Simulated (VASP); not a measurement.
# AlIn2 (Fd-3m) in VASP: single point with PBE

Aim: the single point of AlIn2 with PBE.

Everything below comes from runs of VASP 6.6.1. Logs are shortened: lines on timing, memory, paths and dates and some standing lists are left out, and cuts for length are marked.

## Step 1: The cell of the first run

Symmetry: Fd-3m, No. 227, cubic system. The conventional cell has a = 8.141 Å, b = 8.141 Å, c = 8.141 Å, α = 90.00°, β = 90.00°, γ = 90.00°. Al (site symmetry -43m) has 4 In at 1.76 Å within 2.3 Å. Within 2.3 Å of In (site symmetry -3m) lie 2 Al at 1.76 Å.

## Step 2: Single point, PBE

Input file INCAR:

```
SYSTEM = AlIn2
ALGO = Normal
EDIFF = 1E-6
ENCUT = 520
GGA = PE
ISIF = 2
ISMEAR = 0
LASPH = .TRUE.
LCHARG = .FALSE.
LREAL = .FALSE.
LWAVE = .FALSE.
NBANDS = 38
NELM = 60
PREC = Accurate
SIGMA = 0.1
```

Input file KPOINTS:

```
k-points
0
G
  4 4 4
  0 0 0
```

Input file POSCAR:

```
AlIn2
1.0
    0.0000000000      4.0706399300      4.0706399300
    4.0706399300      0.0000000000      4.0706399300
    4.0706399300      4.0706399300      0.0000000000
Al In
2 4
Direct
    0.0000000000      0.0000000000      0.0000000000
    0.2500000000      0.2500000000      0.2500000000
    0.1250000000      0.1250000000      0.1250000000
    0.1250000000      0.1250000000      0.6250000000
    0.1250000000      0.6250000000      0.1250000000
    0.6250000000      0.1250000000      0.1250000000
```

Potentials or basis: VASP PAW PBE potentials, release 64 (Al, In_d).

Launch:

```console
cat potpaw_PBE.64/Al/POTCAR potpaw_PBE.64/In_d/POTCAR > POTCAR
mpirun -np 1 vasp_std > vasp.out
```

OUTCAR:

```text
SYSTEM = AlIn2
   EDIFF = 1E-6
   ENCUT = 520
   GGA = PE
   ISIF = 2
   ISMEAR = 0
   LASPH = .TRUE.
   LREAL = .FALSE.
   NELM = 60
   PREC = Accurate

 ion  position               nearest neighbor table
   1  0.000  0.000  0.000-   3 1.76   4 1.76   5 1.76   6 1.76
   2  0.250  0.250  0.250-   3 1.76   4 1.76   5 1.76   6 1.76
   3  0.125  0.125  0.125-   1 1.76   2 1.76   4 2.88   5 2.88   6 2.88   4 2.88   5 2.88   6 2.88

   4  0.125  0.125  0.625-   1 1.76   2 1.76   3 2.88   3 2.88   5 2.88   6 2.88   5 2.88   6 2.88

   5  0.125  0.625  0.125-   1 1.76   2 1.76   3 2.88   4 2.88   3 2.88   4 2.88   6 2.88   6 2.88

   6  0.625  0.125  0.125-   1 1.76   2 1.76   3 2.88   4 2.88   5 2.88   3 2.88   4 2.88   5 2.88

 -----------------------------------------------------------------------------
|                                                                             |
|           W    W    AA    RRRRR   N    N  II  N    N   GGGG   !!!           |
|           W    W   A  A   R    R  NN   N  II  NN   N  G    G  !!!           |
|           W    W  A    A  R    R  N N  N  II  N N  N  G       !!!           |
|           W WW W  AAAAAA  RRRRR   N  N N  II  N  N N  G  GGG   !            |
|           WW  WW  A    A  R   R   N   NN  II  N   NN  G    G                |
|           W    W  A    A  R    R  N    N  II  N    N   GGGG   !!!           |
|                                                                             |
|     The distance between some ions is very small. Please check the          |
|     nearest-neighbor list in the OUTCAR file.                               |
|     I HOPE YOU KNOW WHAT YOU ARE DOING!                                     |
|                                                                             |
 -----------------------------------------------------------------------------

  LATTYP: Found a face centered cubic cell.
 ALAT       =     8.1412798600

  Lattice vectors:

 A1 = (   0.0000000000,   4.0706399300,   4.0706399300)
 A2 = (   4.0706399300,   0.0000000000,   4.0706399300)
 A3 = (   4.0706399300,   4.0706399300,   0.0000000000)

Analysis of symmetry for initial positions (statically):
=====================================================================
 Subroutine PRICEL returns:
 Original cell was already a primitive cell.

 Routine SETGRP: Setting up the symmetry group for a
 face centered cubic supercell.

 Subroutine GETGRP returns: Found 48 space group operations
 (whereof 24 operations were pure point group operations)
 out of a pool of 48 trial point group operations.

The static configuration has the point symmetry T_d .
 The point group associated with its full space group is O_h .

Analysis of symmetry for dynamics (positions and initial velocities):
=====================================================================
 Subroutine PRICEL returns:
 Original cell was already a primitive cell.

 Routine SETGRP: Setting up the symmetry group for a
 face centered cubic supercell.

 Subroutine GETGRP returns: Found 48 space group operations
 (whereof 24 operations were pure point group operations)
 out of a pool of 48 trial point group operations.

The dynamic configuration has the point symmetry T_d .
 The point group associated with its full space group is O_h .

 Subroutine INISYM returns: Found 48 space group operations
 (whereof 24 operations are pure point group operations),
 and found     1 'primitive' translations

----------------------------------------------------------------------------------------

                                     Primitive cell

  volume of cell :     134.9019

  direct lattice vectors                    reciprocal lattice vectors
     0.000000000  4.070639930  4.070639930    -0.122830810  0.122830810  0.122830810
     4.070639930  0.000000000  4.070639930     0.122830810 -0.122830810  0.122830810
     4.070639930  4.070639930  0.000000000     0.122830810  0.122830810 -0.122830810

  length of vectors
     5.756754197  5.756754197  5.756754197     0.212749204  0.212749204  0.212749204

  position of ions in fractional coordinates (direct lattice)
     0.000000000  0.000000000  0.000000000
     0.250000000  0.250000000  0.250000000
     0.125000000  0.125000000  0.125000000
     0.125000000  0.125000000  0.625000000
     0.125000000  0.625000000  0.125000000
     0.625000000  0.125000000  0.125000000

  ion indices of the primitive-cell ions
   primitive index   ion index
                 1           1
                 2           2
                 3           3
                 4           4
                 5           5
                 6           6

----------------------------------------------------------------------------------------

 KPOINTS: k-points

Automatic generation of k-mesh.
 Grid dimensions read from file:
 generate k-points for:    4    4    4

 Generating k-lattice:

  Cartesian coordinates                     Fractional coordinates (reciprocal lattice)
    -0.030707703  0.030707703  0.030707703     0.250000000  0.000000000  0.000000000
     0.030707703 -0.030707703  0.030707703     0.000000000  0.250000000  0.000000000
     0.030707703  0.030707703 -0.030707703     0.000000000  0.000000000  0.250000000

  Length of vectors
     0.053187301  0.053187301  0.053187301

  Shift w.r.t. Gamma in fractional coordinates (k-lattice)
     0.000000000  0.000000000  0.000000000

 Subroutine IBZKPT returns following result:
 ===========================================

 Found      8 irreducible k-points:

 Following reciprocal coordinates:
            Coordinates               Weight
  0.000000  0.000000  0.000000      1.000000
  0.250000  0.000000  0.000000      8.000000
  0.500000  0.000000  0.000000      4.000000
  0.250000  0.250000  0.000000      6.000000
  0.500000  0.250000  0.000000     24.000000
 -0.250000  0.250000  0.000000     12.000000
  0.500000  0.500000  0.000000      3.000000
 -0.250000  0.500000  0.250000      6.000000
   k-points           NKPTS =      8   k-points in BZ     NKDIM =      8   number of bands    NBANDS=     38
   number of dos      NEDOS =    301   number of ions     NIONS =      6
   total plane-waves  NPLWV = 110592
   dimension x,y,z NGX =    48 NGY =   48 NGZ =   48
   dimension x,y,z NGXF=    96 NGYF=   96 NGZF=   96
   ions per type =               2   4
   NGX,Y,Z   is equivalent  to a cutoff of  13.86, 13.86, 13.86 a.u.
   NGXF,Y,Z  is equivalent  to a cutoff of  27.72, 27.72, 27.72 a.u.
 SYSTEM =  AlIn2
   PREC   = accura    normal or accurate (medium, high low for compatibility)
   ISTART =      0    job   : 0-new  1-cont  2-samecut
   ICHARG =      2    charge: 1-file 2-atom 10-const
   ISPIN  =      1    spin polarized calculation?
   LNONCOLLINEAR =      F non collinear calculations
   LSORBIT =      F    spin-orbit coupling
   LASPH  =      T    aspherical Exc in radial PAW
   ENCUT  =  520.0 eV  38.22 Ry    6.18 a.u.  10.70 10.70 10.70*2*pi/ulx,y,z
   NELM   =     60;   NELMIN=  2; NELMDL= -5     # of ELM steps
   EDIFF  = 0.1E-05   stopping-criterion for ELM
   LREAL  =      F    real-space projection
   EDIFFG = 0.1E-04   stopping-criterion for IOM
   NSW    =      0    number of steps for IOM
   IBRION =     -1    ionic relax: 0-MD 1-quasi-New 2-CG
   NFREE  =      0    steps in history (QN), initial steepest desc. (CG)
   ISIF   =      2    stress and relaxation
   ISYM   =      2    0-nonsym 1-usesym 2-fastsym
   POTIM  = 0.5000    time-step for ionic-motion
   TEBEG  =    0.0;   TEEND  =   0.0 temperature during run
   PSTRESS=    0.0 pullay stress
   NELECT =      58.0000    total number of electrons
   NUPDOWN=      -1.0000    fix difference up-down
   EMIN   =  10.00;   EMAX   =-10.00  energy-range for DOS
   EFERMI =   0.00;   METHOD = LEGACY
   ISMEAR =     0;   SIGMA  =   0.10  broadening in eV -4-tet -1-fermi 0-gaus
   EFERMI_NEDOS =   21; number of points for ismear=-14 and -15
   IALGO  =     38    algorithm
   IMIX   =      4    mixing-type and parameters
     AMIX     =   0.40;   BMIX     =  1.00
     AMIX_MAG =   1.60;   BMIX_MAG =  1.00
  volume/ion in A,a.u.               =      22.48       151.73
  Fermi-wavevector in a.u.,A,eV,Ry     =   1.235601  2.334947 20.772138  1.526709
  Thomas-Fermi vector in A             =   2.370244
   LORBIT       =      0    0 simple, 1 ext, 2 COOP (PROOUT), +10 PAW based schemes
   GGA     = PE    functional components
   LHFCALC =     F    Hartree Fock is set to
   AEXX    =    0.0000 exact exchange contribution
   IVDW    =     0    specifies the selected vdW correction
   LEPSILON=     F    determine dielectric tensor
   LRPA    =     F    only Hartree local field effects (RPA)
 non-spin polarized calculation
 Gauss-broadening in eV      SIGMA  =   0.10
  energy-cutoff  :      520.00
  volume of cell :      134.90
 maximum number of plane-waves:      3695
 NGX is ok and might be reduce to    48
   NGX = 21   NGY = 21   NGZ = 21

 number of electron      58.0000006 magnetization

 Free energy of the ion-electron system (eV)
  ---------------------------------------------------
  ext. energy  EPLUGINS =         0.00000000
  ---------------------------------------------------
  free energy    TOTEN  =        40.69753817 eV

  energy without entropy =       40.71492701  energy(sigma->0) =       40.70623259

 E-fermi :   8.4376     XC(G=0):  -9.1743

 val. band max:        8.3623660754   @ k =   0.5000   0.2500   0.0000
 cond. band min:       8.5084154101   @ k =   0.5000   0.0000   0.0000
 fundamental gap:      0.1460493347
 Fermi energy:         8.4376145567

 k-point     1 :       0.0000    0.0000    0.0000
  band No.  band energies     occupation
      1     -12.2209      2.00000
      2     -11.1949      2.00000
      3     -11.1949      2.00000
      4     -11.1949      2.00000
      5     -10.7159      2.00000
      6     -10.7159      2.00000
[... 30 lines left out ...]
     37      13.2846      0.00000
     38      14.0548      0.00000
[... 285 lines left out ...]
     37      13.1123      0.00000
     38      13.1123      0.00000

------------------------ aborting loop because EDIFF is reached ----------------------------------------

  FORCE on cell =-STRESS in cart. coord.  units (eV):
  Direction    XX          YY          ZZ          XY          YZ          ZX
  --------------------------------------------------------------------------------------
  -------------------------------------------------------------------------------------
  Total      124.8425572    124.8425572    124.8425572     -0.0000000      0.0000000      0.0000000
  in kB     1482.7064520   1482.7064520   1482.7064520     -0.0000000      0.0000000      0.0000000
  external PRESSURE =    1482.7064520 kB  Pullay stress =       0.0000000 kB

 VOLUME and BASIS-vectors are now :
 -----------------------------------------------------------------------------
  energy-cutoff  :      520.00
  volume of cell :      134.90
      direct lattice vectors                 reciprocal lattice vectors
     0.000000000  4.070639930  4.070639930    -0.122830810  0.122830810  0.122830810
     4.070639930  0.000000000  4.070639930     0.122830810 -0.122830810  0.122830810
     4.070639930  4.070639930  0.000000000     0.122830810  0.122830810 -0.122830810

 POSITION                                       TOTAL-FORCE (eV/Angst)
 -----------------------------------------------------------------------------------
      0.00000      0.00000      0.00000        -0.000000     -0.000000     -0.000000
      2.03532      2.03532      2.03532         0.000000      0.000000      0.000000
      1.01766      1.01766      1.01766         0.000000      0.000000      0.000000
      3.05298      3.05298      1.01766         0.000000      0.000000      0.000000
      3.05298      1.01766      3.05298         0.000000      0.000000      0.000000
      1.01766      3.05298      3.05298         0.000000      0.000000      0.000000
 -----------------------------------------------------------------------------------
    total drift:                                0.000000      0.000000      0.000000

  FREE ENERGIE OF THE ION-ELECTRON SYSTEM (eV)
  ---------------------------------------------------
  free  energy   TOTEN  =        40.6975381677 eV

  energy  without entropy=       40.7149270053  energy(sigma->0) =       40.70623259
```

It took 37 s on 1 thread of Intel Xeon 6975P-C (Granite Rapids), shared host; peak memory 0.32 GiB.

Results:

```yaml
Free_energy: 40.6975 eV
Pressure: 148.3 GPa
Band_gap_on_the_k_mesh: zero (band 29 reaches 8.82 eV, above the bottom of band 30 at 6.26 eV)
```

Levels at points of the mesh, in eV from the Fermi level:
```
           k point  band 26  band 27  band 28  band 29  band 30  band 31  band 32  band 33
(0.00, 0.00, 0.00)    -5.17    -5.17    -5.17    -2.18    -2.18     1.78     3.54     3.54
(0.50, 0.00, 0.00)    -4.17    -4.17    -0.77     0.07     0.07     0.93     0.93     0.94
(0.50, 0.50, 0.00)    -5.11    -1.10    -1.10     0.38     0.38     0.90     0.90     1.21
```

Caveat: spin-orbit coupling is left out, which moves the levels of the heavy elements.
